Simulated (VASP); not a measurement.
SbBr: relaxation of cell and atoms with PBE

The system is SbBr.

```xyz
2
Lattice="0.0000 3.3404 3.3404 3.3404 0.0000 3.3404 3.3404 3.3404 0.0000" Properties=species:S:1:pos:R:3 pbc="T T T"
Sb    0.0000    0.0000    0.0000
Br    5.0106    5.0106    5.0106
```

```yaml
Program: VASP 6.6.1
Task: relaxation of cell and atoms
Functional: PBE
Potentials_or_basis: VASP PAW PBE potentials, release 64 (Sb, Br)
Cutoff: 600 eV
k_mesh: 4 × 4 × 4
Occupations: gaussian, width 0.1 eV
Spin: no spin polarisation
Dipole_correction: no
Further_INCAR_settings: ALGO = Normal; EDIFF = 1e-06; IBRION = 2; EDIFFG = -0.04; NSW = 90; ISIF = 3
```

* Relaxed volume: 44.02 Å³/atom
* Relaxed cell: a = 4.993 Å, b = 4.993 Å, c = 4.993 Å, α = 60.00°, β = 60.00°, γ = 60.00°
* Space group after relaxing (to 0.05 Å): F-43m (No. 216)
* Energy gained by relaxing: 92.6 meV/atom
* Ionic steps: 2
* Pressure after relaxing: 0.0 GPa
* Band gap on the k mesh: zero (band 6 reaches 2.54 eV, above the bottom of band 7 at 2.00 eV)

The path:
```
step  energy change (eV)  largest force (eV/Å)  pressure (GPa)  volume (Å³)
   1              0.0000                0.0000            5.08        74.55
   2             -0.1851                0.0000            0.01        88.04
```

Final structure:
```xyz
2
Lattice="0.0000 3.5309 3.5309 3.5309 0.0000 3.5309 3.5309 3.5309 0.0000" Properties=species:S:1:pos:R:3 pbc="T T T"
Sb    7.0618    3.5309    3.5309
Br    5.2964    5.2964    5.2964
```

Levels at points of the mesh, in eV from the Fermi level:
```tsv
k point	band 3	band 4	band 5	band 6	band 7	band 8	band 9	band 10
(0.00, 0.00, 0.00)	-4.20	-4.20	-4.20	-0.22	-0.22	-0.22	3.66	6.53
(0.50, 0.00, 0.00)	-4.49	-4.49	-4.13	0.32	0.32	0.40	5.33	6.16
(0.50, 0.50, 0.00)	-4.88	-4.88	-3.14	-1.24	1.32	1.32	4.40	5.46
```

Wall time 23 s on 1 thread of Intel(R) Xeon(R) Platinum 8259CL CPU @ 2.50GHz (Skylake/Cascade Lake) (shared host), peak memory 0.23 GiB.

Caveat: the k points lie up to 0.39 Å⁻¹ apart in the final cell; the volume moved by over 15 % at a fixed basis, so the end points are rough; spin-orbit coupling is left out, which moves the levels of the heavy elements.
